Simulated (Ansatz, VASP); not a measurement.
# One calculation of SrO, two programs

File INCAR:

```
SYSTEM = SrO
PREC     = Accurate       ! precision mode
ENCUT    = 520            ! plane-wave cutoff, eV
EDIFF    = 1E-6           ! SCF threshold, eV
ISMEAR   = 0              ! smearing method
SIGMA    = 0.05           ! smearing width, eV
LREAL    = .FALSE.        ! projectors in reciprocal space
LASPH    = .TRUE.         ! aspherical terms in the spheres
NELM     = 80             ! most SCF steps
ALGO     = Normal         ! electronic algorithm
ISIF     = 2              ! what is computed and relaxed
LWAVE    = .FALSE.        ! write WAVECAR
LCHARG   = .FALSE.        ! write CHGCAR
NBANDS   = 24             ! bands
```

KPOINTS

```
regular mesh
0
G
  9 9 8
  0 0 0
```

The input POSCAR:

```
SrO
1.0
    0.0000000000     -2.5321850030     -2.5321850030
   -2.5321850030      0.0000000000     -2.5321850030
    2.5321850030      2.5321850030     -5.0643700061
Sr O
2 2
Direct
    0.0016350892     -0.0049052676      0.0016350892
    0.5016350892      0.4950947324      0.5016350892
    0.7211935007      0.8024592114      0.7410447137
    0.2608970654      0.2512690904      0.2410458524
```

Input for Ansatz:

```yaml
crystal:
  lattice:
    - [0.0, -2.532185003, -2.532185003]
    - [-2.532185003, 0.0, -2.532185003]
    - [2.532185003, 2.532185003, -5.0643700061]
  atoms:
    - { symbol: Sr, position: [0.0016350892, -0.0049052676, 0.0016350892] }
    - { symbol: Sr, position: [0.5016350892, 0.4950947324, 0.5016350892] }
    - { symbol: O, position: [0.7211935007, 0.8024592114, 0.7410447137] }
    - { symbol: O, position: [0.2608970654, 0.2512690904, 0.2410458524] }
basis:
  ecutwfc: 520.0
kpoints:
  mp_grid: { grid: [9, 9, 8] }
hamiltonian:
  xc: lda
  pseudopotentials: { kind: paw }
scf:
  occupations: { method: gaussian, width: 0.05 }
output:
  forces: true
  stress: true
  eigenvalues: true
```

Change from the starting cell: mode 6 frozen in at -0.091 Å and mode 10 at -0.083 Å (largest displacements).

Alike in both runs: task single point; functional LDA; k mesh 9 × 9 × 8; occupations gaussian, width 0.05 eV; no spin polarisation.

|  | VASP | Ansatz |
| --- | --- | --- |
| version | VASP 6.6.1 | Ansatz 0.2.0 |
| potentials or method | VASP PAW LDA potentials, release 64 (Sr_sv, O), cutoff 520 eV | scalar-relativistic, plane waves, PAW |
| valence electrons in the cell | 32 | 32 |

Ansatz gave:

| Item | Value |
| --- | --- |
| gap on the k mesh at the Fermi level (eV) | 3.20 |
| least direct gap on the mesh (eV) | 3.24 |
| pressure (GPa) | 0.6 |
| traceless stress, the component that is largest in VASP (GPa) | 1.31 |
| rms of the force components (eV/Å) | 0.254 |

Which values does VASP return?

gap on the k mesh at the Fermi level (eV): 3.14; least direct gap on the mesh (eV): 3.19; pressure (GPa): 1.5; traceless stress, the component that is largest in VASP (GPa): 1.39; rms of the force components (eV/Å): 0.270.

LDA's correlation is that of Perdew and Zunger in VASP and of Perdew and Wang (1992) in Ansatz. Atom by atom the forces differ by 0.016 eV/Å (rms over components).
